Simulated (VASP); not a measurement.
Cu4Mo, 5 atoms in the cell. The structure is tetragonal, space group I4/mmm (No. 139). Conventional cell: a = 4.135 Å, b = 4.135 Å, c = 7.576 Å, α = 90.00°, β = 90.00°, γ = 90.00°. Cu (site symmetry 4mm) has 1 Mo at 1.91 Å within 2.5 Å. Cu (site symmetry mmm) has 2 Mo at 2.07 Å and 12 Cu at 2.79 to 2.92 Å within 3.0 Å. Mo (site symmetry 4/mmm) has 6 Cu at 1.91 to 2.07 Å within 2.5 Å. The cell was built from a structure type or drawn by symmetry, and may not be a known phase.

| Property | Result |
| --- | --- |
| Program | VASP 6.6.1 |
| Task | single point |
| Functional | PBE |
| Potentials or basis | VASP PAW PBE potentials, release 64 (Cu, Mo_sv) |
| Cutoff | 520 eV |
| k mesh | 6 × 6 × 6 |
| Occupations | gaussian, width 0.1 eV |
| Spin | no spin polarisation |
| Dipole correction | no |
| Further INCAR settings | ALGO = Normal; EDIFF = 1e-07; NBANDS = 37 |

Potentials or basis: VASP PAW PBE potentials, release 64 (Cu, Mo_sv).

Launch:

```console
$ cat potpaw_PBE.64/Cu/POTCAR potpaw_PBE.64/Mo_sv/POTCAR > POTCAR
$ mpirun -np 1 vasp_std > vasp.out
```

Hardware: 1 thread of Intel(R) Xeon(R) Platinum 8488C (Sapphire Rapids), with other jobs on the host.

**Question.** Estimate the wall time of this run.

**Answer.** It took 100 s on 1 thread of Intel(R) Xeon(R) Platinum 8488C (Sapphire Rapids) (shared host), peak memory 0.23 GiB. Counts: scf iterations 18, k points 30.
